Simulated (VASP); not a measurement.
Set up this calculation in VASP 6.6.1, as the native input.

- Task: single point
- Functional: r2SCAN
- Potentials or basis: VASP PAW PBE potentials, release 64 (Se, Te, Ba_sv)
- Cutoff: 520 eV
- k mesh: 6 × 6 × 6
- Occupations: gaussian, width 0.01 eV
- Spin: no spin polarisation
- Dipole correction: no
- Further INCAR settings: ALGO = Normal; EDIFF = 1e-06; NBANDS = 24

Ba2TeSe:

```
CELL_PARAMETERS angstrom
2.46759 1.42466 8.08726
-2.46759 1.42466 8.08726
0.00000 -2.84933 8.08726
ATOMIC_POSITIONS crystal
Se 0.00000 0.00000 0.00000
Te 0.50000 0.50000 0.50000
Ba 0.25487 0.25487 0.25487
Ba 0.74513 0.74513 0.74513
```

These files were run (other wordings do the same):

POSCAR

```
Ba2TeSe
1.0
    2.4675893168      1.4246633563      8.0872608015
   -2.4675893168      1.4246633563      8.0872608015
    0.0000000000     -2.8493267126      8.0872608015
Se Te Ba
1 1 2
Direct
    1.0000000000      0.0000000000      0.0000000000
    0.5000000000      0.5000000000      0.5000000000
    0.2548744217      0.2548744217      0.2548744217
    0.7451255783      0.7451255783      0.7451255783
```

INCAR.step1

```
PREC = Accurate
ENCUT = 520
ISMEAR = 0
SIGMA = 0.01
LREAL = False
LASPH = True
NELM = 100
NBANDS = 24
GGA = PE
ALGO = Normal
EDIFF = 1E-4
LWAVE = True
LCHARG = False
```

INCAR.step2

```
PREC = Accurate
ENCUT = 520
EDIFF = 1E-6
ISMEAR = 0
SIGMA = 0.01
LREAL = False
LASPH = True
NELM = 100
ALGO = Normal
ISIF = 2
LWAVE = False
LCHARG = True
METAGGA = R2SCAN
LMIXTAU = True
LELF = True
LVHAR = True
NBANDS = 24
ISTART = 1
```

KPOINTS

```
Automatic mesh
0
Gamma
  6 6 6
```

Potentials or basis: VASP PAW PBE potentials, release 64 (Se, Te, Ba_sv).

Run with:

```bash
$ cat potpaw_PBE.64/Se/POTCAR potpaw_PBE.64/Te/POTCAR potpaw_PBE.64/Ba_sv/POTCAR > POTCAR
$ cp INCAR.step1 INCAR
$ mpirun -np 1 vasp_std > vasp.out
$ cp INCAR.step2 INCAR
$ mpirun -np 1 vasp_std > vasp.out
```

Results of the run:

```json
{"Pressure": "-1.5 GPa", "Largest force": "0.029 eV/Å", "Band gap on the k mesh": "2.08 eV (least direct gap 2.42 eV)"}
```

Caveat: the PAW data sets were made with another functional, which shifts forces and pressure a little; spin-orbit coupling is left out, which moves the levels of the heavy elements.

Run time: 40 min on 1 thread of AMD EPYC 9755 128-Core Processor (shared host), peak memory 0.66 GiB.
